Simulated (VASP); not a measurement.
# Ti (Im-3m) in VASP: a series of runs

Ti is run at these levels: PBE; tasks: single point.

Everything below comes from runs of VASP 6.6.1. Logs are shortened: lines on timing, memory, paths and dates and some standing lists are left out, and cuts for length are marked.

### 1 The cell of the first run

Symmetry: Im-3m, No. 229, cubic system. Conventional cell: a = 3.350 Å, b = 3.350 Å, c = 3.350 Å, α = 90.00°, β = 90.00°, γ = 90.00°. Within 3.8 Å of Ti (site symmetry m-3m) lie 14 Ti at 2.90 to 3.35 Å.

### 2 Single point, PBE, collinear spin, ferromagnetic start

Input file INCAR:

```
SYSTEM = Ti
ALGO = Normal
EDIFF = 1E-7
ENCUT = 520
GGA = PE
ISIF = 2
ISMEAR = 0
ISPIN = 2
LASPH = .True.
LCHARG = .False.
LMAXMIX = 4
LORBIT = 11
LREAL = .False.
LWAVE = .False.
MAGMOM = 0.1
NBANDS = 16
NELM = 150
NUPDOWN = 0.1
PREC = Accurate
SIGMA = 0.15
```

Input file KPOINTS:

```
k-points
0
Gamma
  22 22 22
  0 0 0
```

Input file POSCAR:

```
Ti
1.0
   -1.6751874744      1.6751874744      1.6751874744
    1.6751874744     -1.6751874744      1.6751874744
    1.6751874744      1.6751874744     -1.6751874744
Ti
1
Direct
    0.0000000000      0.0000000000      0.0000000000
```

Potentials or basis: VASP PAW PBE potentials, release 64 (Ti_sv).

Launch:

```bash
$ cat potpaw_PBE.64/Ti_sv/POTCAR > POTCAR
$ mpirun -np 1 vasp_std > vasp.out
```

OUTCAR:

```text
SYSTEM = Ti
   EDIFF = 1E-7
   ENCUT = 520
   GGA = PE
   ISIF = 2
   ISMEAR = 0
   ISPIN = 2
   LASPH = .True.
   LORBIT = 11
   LREAL = .False.
   NELM = 150
   NUPDOWN = 0.1
   PREC = Accurate

 ion  position               nearest neighbor table
   1  0.000  0.000  0.000-

  LATTYP: Found a body centered cubic cell.
 ALAT       =     3.3503749488

  Lattice vectors:

 A1 = (  -1.6751874744,   1.6751874744,   1.6751874744)
 A2 = (   1.6751874744,  -1.6751874744,   1.6751874744)
 A3 = (   1.6751874744,   1.6751874744,  -1.6751874744)

Analysis of symmetry for initial positions (statically):
=====================================================================
 Subroutine PRICEL returns:
 Original cell was already a primitive cell.

 Routine SETGRP: Setting up the symmetry group for a
 body centered cubic supercell.

 Subroutine GETGRP returns: Found 48 space group operations
 (whereof 48 operations were pure point group operations)
 out of a pool of 48 trial point group operations.

The static configuration has the point symmetry O_h .

Analysis of symmetry for dynamics (positions and initial velocities):
=====================================================================
 Subroutine PRICEL returns:
 Original cell was already a primitive cell.

 Routine SETGRP: Setting up the symmetry group for a
 body centered cubic supercell.

 Subroutine GETGRP returns: Found 48 space group operations
 (whereof 48 operations were pure point group operations)
 out of a pool of 48 trial point group operations.

The dynamic configuration has the point symmetry O_h .

Analysis of structural, dynamic, and magnetic symmetry:
=====================================================================
 Subroutine PRICEL returns:
 Original cell was already a primitive cell.

 Routine SETGRP: Setting up the symmetry group for a
 body centered cubic supercell.

 Subroutine GETGRP returns: Found 48 space group operations
 (whereof 48 operations were pure point group operations)
 out of a pool of 48 trial point group operations.

The overall configuration has the point symmetry O_h .

 Subroutine INISYM returns: Found 48 space group operations
 (whereof 48 operations are pure point group operations),
 and found     1 'primitive' translations

----------------------------------------------------------------------------------------

                                     Primitive cell

  volume of cell :      18.8040

  direct lattice vectors                    reciprocal lattice vectors
    -1.675187474  1.675187474  1.675187474     0.000000000  0.298474056  0.298474056
     1.675187474 -1.675187474  1.675187474     0.298474056  0.000000000  0.298474056
     1.675187474  1.675187474 -1.675187474     0.298474056  0.298474056  0.000000000

  length of vectors
     2.901509818  2.901509818  2.901509818     0.422106058  0.422106058  0.422106058

  position of ions in fractional coordinates (direct lattice)
     0.000000000  0.000000000  0.000000000

  ion indices of the primitive-cell ions
   primitive index   ion index
                 1           1

----------------------------------------------------------------------------------------

 KPOINTS: k-points

Automatic generation of k-mesh.
 Grid dimensions read from file:
 generate k-points for:   22   22   22

 Generating k-lattice:

  Cartesian coordinates                     Fractional coordinates (reciprocal lattice)
     0.000000000  0.013567003  0.013567003     0.045454545  0.000000000  0.000000000
     0.013567003  0.000000000  0.013567003     0.000000000  0.045454545  0.000000000
     0.013567003  0.013567003  0.000000000     0.000000000  0.000000000  0.045454545

  Length of vectors
     0.019186639  0.019186639  0.019186639

  Shift w.r.t. Gamma in fractional coordinates (k-lattice)
     0.000000000  0.000000000  0.000000000

 Subroutine IBZKPT returns following result:
 ===========================================

 Found    328 irreducible k-points:

 Following reciprocal coordinates:
            Coordinates               Weight
  0.000000  0.000000  0.000000      1.000000
  0.045455  0.000000  0.000000     12.000000
  0.090909  0.000000  0.000000     12.000000
  0.136364  0.000000  0.000000     12.000000
  0.181818  0.000000  0.000000     12.000000
  0.227273  0.000000  0.000000     12.000000
[... 16 lines left out ...]
  0.090909  0.090909  0.000000     24.000000
  0.136364  0.090909 -0.000000     48.000000
 [... further k-points ...]
   k-points           NKPTS =    328   k-points in BZ     NKDIM =    328   number of bands    NBANDS=     16
   number of dos      NEDOS =    301   number of ions     NIONS =      1
   total plane-waves  NPLWV =  13824
   dimension x,y,z NGX =    24 NGY =   24 NGZ =   24
   dimension x,y,z NGXF=    48 NGYF=   48 NGZF=   48
   ions per type =               1
   NGX,Y,Z   is equivalent  to a cutoff of  13.75, 13.75, 13.75 a.u.
   NGXF,Y,Z  is equivalent  to a cutoff of  27.50, 27.50, 27.50 a.u.
 SYSTEM =  Ti
   PREC   = accura    normal or accurate (medium, high low for compatibility)
   ISTART =      0    job   : 0-new  1-cont  2-samecut
   ICHARG =      2    charge: 1-file 2-atom 10-const
   ISPIN  =      2    spin polarized calculation?
   LNONCOLLINEAR =      F non collinear calculations
   LSORBIT =      F    spin-orbit coupling
   LASPH  =      T    aspherical Exc in radial PAW
   ENCUT  =  520.0 eV  38.22 Ry    6.18 a.u.   5.39  5.39  5.39*2*pi/ulx,y,z
   NELM   =    150;   NELMIN=  2; NELMDL= -5     # of ELM steps
   EDIFF  = 0.1E-06   stopping-criterion for ELM
   LREAL  =      F    real-space projection
   EDIFFG = 0.1E-05   stopping-criterion for IOM
   NSW    =      0    number of steps for IOM
   IBRION =     -1    ionic relax: 0-MD 1-quasi-New 2-CG
   NFREE  =      0    steps in history (QN), initial steepest desc. (CG)
   ISIF   =      2    stress and relaxation
   ISYM   =      2    0-nonsym 1-usesym 2-fastsym
   POTIM  = 0.5000    time-step for ionic-motion
   TEBEG  =    0.0;   TEEND  =   0.0 temperature during run
   PSTRESS=    0.0 pullay stress
   NELECT =      12.0000    total number of electrons
   NUPDOWN=       0.1000    fix difference up-down
   EMIN   =  10.00;   EMAX   =-10.00  energy-range for DOS
   EFERMI =   0.00;   METHOD = LEGACY
   ISMEAR =     0;   SIGMA  =   0.15  broadening in eV -4-tet -1-fermi 0-gaus
   EFERMI_NEDOS =   21; number of points for ismear=-14 and -15
   IALGO  =     38    algorithm
   IMIX   =      4    mixing-type and parameters
     AMIX     =   0.40;   BMIX     =  1.00
     AMIX_MAG =   1.60;   BMIX_MAG =  1.00
  volume/ion in A,a.u.               =      18.80       126.90
  Fermi-wavevector in a.u.,A,eV,Ry     =   1.409457  2.663488 27.028913  1.986569
  Thomas-Fermi vector in A             =   2.531511
   LORBIT       =     11    0 simple, 1 ext, 2 COOP (PROOUT), +10 PAW based schemes
   GGA     = PE    functional components
   LHFCALC =     F    Hartree Fock is set to
   AEXX    =    0.0000 exact exchange contribution
   IVDW    =     0    specifies the selected vdW correction
   LEPSILON=     F    determine dielectric tensor
   LRPA    =     F    only Hartree local field effects (RPA)
 spin polarized calculation
 Gauss-broadening in eV      SIGMA  =   0.15
  energy-cutoff  :      520.00
  volume of cell :       18.80
 maximum number of plane-waves:       531
 NGX is ok and might be reduce to    24
   NGX = 11   NGY = 11   NGZ = 11

 number of electron      12.0000002 magnetization       0.1000000

 Free energy of the ion-electron system (eV)
  ---------------------------------------------------
  ext. energy  EPLUGINS =         0.00000000
  ---------------------------------------------------
  free energy    TOTEN  =        -7.69612949 eV

  energy without entropy =       -7.66654550  energy(sigma->0) =       -7.68133749

 E-fermi :   7.2876     XC(G=0): -11.1259

 val. band max:        7.2870200562   @ k =   0.2727   0.0909   0.0455
 cond. band min:       7.2881243622   @ k =  -0.3636   0.4091   0.0909
 fundamental gap:      0.0011043059
 Fermi energy:         7.2909172363

 spin component 1

 k-point     1 :       0.0000    0.0000    0.0000
  band No.  band energies     occupation
      1     -49.4359      1.00000
      2     -25.3733      1.00000
      3     -25.3733      1.00000
      4     -25.3733      1.00000
      5       1.4821      1.00000
      6       8.1595      0.00000
[... 8 lines left out ...]
     15      29.5521      0.00000
     16      32.4497      0.00000
[... 419 lines left out ...]
 k-point    24 :       0.1364    0.0909   -0.0000
  band No.  band energies     occupation
      1     -49.4039      1.00000
      2     -25.5512      1.00000
      3     -25.4200      1.00000
      4     -25.3868      1.00000
      5       2.6605      1.00000
      6       7.7434      0.00001
[... 8 lines left out ...]
     15      28.2901      0.00000
     16      30.0366      0.00000

 [... further k-points ...]

 spin component 2

 k-point     1 :       0.0000    0.0000    0.0000
  band No.  band energies     occupation
      1     -49.3739      1.00000
      2     -25.3113      1.00000
      3     -25.3113      1.00000
      4     -25.3113      1.00000
      5       1.5505      1.00000
      6       8.2435      0.00000
[... 8 lines left out ...]
     15      29.5919      0.00000
     16      32.5074      0.00000
[... 419 lines left out ...]
 k-point    24 :       0.1364    0.0909   -0.0000
  band No.  band energies     occupation
      1     -49.3419      1.00000
      2     -25.4889      1.00000
      3     -25.3579      1.00000
      4     -25.3248      1.00000
      5       2.7288      1.00000
      6       7.8261      0.00000
[... 8 lines left out ...]
     15      28.3459      0.00000
     16      30.1127      0.00000

 [... further k-points ...]

------------------------ aborting loop because EDIFF is reached ----------------------------------------

  FORCE on cell =-STRESS in cart. coord.  units (eV):
  Direction    XX          YY          ZZ          XY          YZ          ZX
  --------------------------------------------------------------------------------------
  -------------------------------------------------------------------------------------
  Total       -0.9314554     -0.9314554     -0.9314554      0.0000000      0.0000000      0.0000000
  in kB      -79.3637941    -79.3637941    -79.3637941      0.0000000      0.0000000      0.0000000
  external PRESSURE =     -79.3637941 kB  Pullay stress =       0.0000000 kB

 VOLUME and BASIS-vectors are now :
 -----------------------------------------------------------------------------
  energy-cutoff  :      520.00
  volume of cell :       18.80
      direct lattice vectors                 reciprocal lattice vectors
    -1.675187474  1.675187474  1.675187474     0.000000000  0.298474056  0.298474056
     1.675187474 -1.675187474  1.675187474     0.298474056  0.000000000  0.298474056
     1.675187474  1.675187474 -1.675187474     0.298474056  0.298474056  0.000000000

 POSITION                                       TOTAL-FORCE (eV/Angst)
 -----------------------------------------------------------------------------------
      0.00000      0.00000      0.00000         0.000000      0.000000     -0.000000
 -----------------------------------------------------------------------------------
    total drift:                                0.000000      0.000000     -0.000000

  FREE ENERGIE OF THE ION-ELECTRON SYSTEM (eV)
  ---------------------------------------------------
  free  energy   TOTEN  =        -7.6961294901 eV

  energy  without entropy=       -7.6665454975  energy(sigma->0) =       -7.68133749

 total charge

# of ion       s       p       d       tot
------------------------------------------
    1        2.228   6.098   1.852  10.178

 magnetization (x)

# of ion       s       p       d       tot
------------------------------------------
    1        0.000   0.005   0.063   0.069
```

It took 60 s on 1 thread of Intel Xeon 6975P-C (Granite Rapids), shared host; peak memory 0.26 GiB.

What came out:

* Free energy: -7.6961 eV
* Pressure: -7.9 GPa
* Net moment: 0.10 μB per cell
* Site moments: Ti +0.07 μB
* Valence electrons inside the program's atomic spheres: Ti 10.18

Caveat: the total moment is fixed, so each spin has its own Fermi level.

### 3 Single point, PBE, collinear spin, ferromagnetic start

Input file INCAR:

```
  PREC = Accurate
  ENCUT = 520
  EDIFF = 1E-7
  ISMEAR = 0
  SIGMA = 0.15
  LREAL = False
  LASPH = True
  NELM = 150
  ALGO = Fast
  ISIF = 2
  LWAVE = False
  LCHARG = True
  ISPIN = 2
  MAGMOM = 0.5
  LORBIT = 11
  NUPDOWN = 0.5
  LMAXMIX = 4
  GGA = PE
  LELF = True
  LVHAR = True
  NBANDS = 16
```

Input file KPOINTS:

```
regular mesh
0
Gamma
  22 22 22
```

POSCAR is that of step 2.

Potentials or basis: VASP PAW PBE potentials, release 64 (Ti_sv).

Launch:

```bash
$ cat potpaw_PBE.64/Ti_sv/POTCAR > POTCAR
$ mpirun -np 1 vasp_std > vasp.out
```

Run time: 87 s. Hardware: 1 thread of Intel Xeon 6975P-C (Granite Rapids), shared host; peak memory 0.26 GiB.

It converged, with:

```
Free energy                                           : -7.6945 eV
Pressure                                              : -7.5 GPa
Net moment                                            : 0.50 μB per cell
Site moments                                          : Ti +0.34 μB
Valence electrons inside the program's atomic spheres : Ti 10.18
```

Caveat: the total moment is fixed, so each spin has its own Fermi level.

### 4 Single point, PBE, collinear spin, ferromagnetic start

This run uses another cell than the first one, of 16.48 Å³/atom, 0.876 times its volume.

Input file INCAR:

```
PREC     = Accurate       # precision mode
ENCUT    = 520            # plane-wave cutoff, eV
EDIFF    = 1E-7           # SCF threshold, eV
ISMEAR   = 0              # smearing method
SIGMA    = 0.15           # smearing width, eV
LREAL    = False          # projectors in reciprocal space
LASPH    = True           # aspherical terms in the spheres
NELM     = 150            # most SCF steps
ALGO     = Normal         # electronic algorithm
ISIF     = 2              # what is computed and relaxed
LWAVE    = False          # write WAVECAR
LCHARG   = False          # write CHGCAR
ISPIN    = 2              # spin polarisation
MAGMOM   = 0.7            # initial moments
LORBIT   = 11             # projections on sites
NUPDOWN  = 0.7            # fixed moment
LMAXMIX  = 4              # l up to which the mixer works
GGA      = PE             # functional
NBANDS   = 16             # bands
```

KPOINTS is that of step 3.

Input file POSCAR:

```
Ti
1.0
   -1.6029567722      1.6029567722      1.6029567722
    1.6029567722     -1.6029567722      1.6029567722
    1.6029567722      1.6029567722     -1.6029567722
Ti
1
Direct
    0.0000000000      0.0000000000      0.0000000000
```

Launch:

```bash
$ cat potpaw_PBE.64/Ti_sv/POTCAR > POTCAR
$ mpirun -np 1 vasp_std > vasp.out
```

It took 69 s on 1 thread of Intel Xeon 6975P-C (Granite Rapids), shared host; peak memory 0.25 GiB.

It converged, with:

```
Free energy                                           : -7.7067 eV
Pressure                                              : 6.4 GPa
Net moment                                            : 0.70 μB per cell
Site moments                                          : Ti +0.50 μB
Valence electrons inside the program's atomic spheres : Ti 10.33
```

Caveat: the total moment is fixed, so each spin has its own Fermi level.

### 5 Single point, PBE, collinear spin, ferromagnetic start

This run uses another cell than the first one, of 17.25 Å³/atom, 0.917 times its volume.

Input file INCAR:

```
SYSTEM = Ti
PREC = Accurate
ENCUT = 520
EDIFF = 1E-6
ISMEAR = 0
SIGMA = 0.15
LREAL = .False.
LASPH = .True.
NELM = 150
ALGO = Normal
ISIF = 2
LWAVE = .False.
LCHARG = .False.
ISPIN = 2
MAGMOM = 0.2
LORBIT = 11
NUPDOWN = 0.2
LMAXMIX = 4
GGA = PE
NBANDS = 16
```

Input file KPOINTS:

```
regular mesh
0
Gamma
  22 22 22
  0 0 0
```

Input file POSCAR:

```
Ti
1.0
   -1.6277389706      1.6277389706      1.6277389706
    1.6277389706     -1.6277389706      1.6277389706
    1.6277389706      1.6277389706     -1.6277389706
Ti
1
Direct
    0.0000000000      0.0000000000      0.0000000000
```

Launch:

```bash
$ cat potpaw_PBE.64/Ti_sv/POTCAR > POTCAR
$ mpirun -np 1 vasp_std > vasp.out
```

Run time: 53 s. Hardware: 1 thread of Intel Xeon 6975P-C (Granite Rapids), shared host; peak memory 0.24 GiB.

It converged, with:

* Free energy: -7.7363 eV
* Pressure: 0.0 GPa
* Net moment: 0.20 μB per cell
* Site moments: Ti +0.14 μB
* Valence electrons inside the program's atomic spheres: Ti 10.27

Caveat: the total moment is fixed, so each spin has its own Fermi level.

### 6 Single point, PBE, collinear spin, ferromagnetic start

This run uses another cell than the first one, of 17.25 Å³/atom, 0.917 times its volume.

Input file INCAR:

```
  PREC = Accurate
  ENCUT = 520
  EDIFF = 1E-7
  ISMEAR = 0
  SIGMA = 0.15
  LREAL = F
  LASPH = T
  NELM = 150
  ALGO = Normal
  ISIF = 2
  LWAVE = F
  LCHARG = F
  ISPIN = 2
  MAGMOM = 0.4
  LORBIT = 11
  NUPDOWN = 0.4
  LMAXMIX = 4
  GGA = PE
  NBANDS = 16
```

Input file KPOINTS:

```
Automatic mesh
0
Gamma
  22 22 22
```

POSCAR is that of step 5.

Potentials or basis: VASP PAW PBE potentials, release 64 (Ti_sv).

Launch:

```bash
$ cat potpaw_PBE.64/Ti_sv/POTCAR > POTCAR
$ mpirun -np 1 vasp_std > vasp.out
```

Run time: 64 s. Hardware: 1 thread of Intel Xeon 6975P-C (Granite Rapids), shared host; peak memory 0.25 GiB.

It converged, with:

| Item | Value |
| --- | --- |
| Free energy | -7.7329 eV |
| Pressure | 0.2 GPa |
| Net moment | 0.40 μB per cell |
| Site moments | Ti +0.28 μB |
| Valence electrons inside the program's atomic spheres | Ti 10.27 |

Caveat: the total moment is fixed, so each spin has its own Fermi level.

### 7 Overview

```csv
fixed moment (μB),cell,pressure (GPa),moment (μB)
0.1,"a = 2.902 Å, angles 109.5°, 1 atom",-7.9,0.10
0.5,"a = 2.902 Å, angles 109.5°, 1 atom",-7.5,0.50
0.7,"a = 2.776 Å, angles 109.5°, 1 atom",6.4,0.70
0.2,"a = 2.819 Å, angles 109.5°, 1 atom",0.0,0.20
0.4,"a = 2.819 Å, angles 109.5°, 1 atom",0.2,0.40
```

Alike in all rows: task single point; level PBE; potentials or basis VASP PAW PBE potentials, release 64 (Ti_sv); spin collinear, ferromagnetic start; k mesh 22 × 22 × 22; cutoff (eV) 520; smearing gaussian 0.15 eV.

Caveats: the total moment is fixed, so each spin has its own Fermi level.

Total energies depend on the potentials used, so only differences within one code and one set of settings carry meaning.
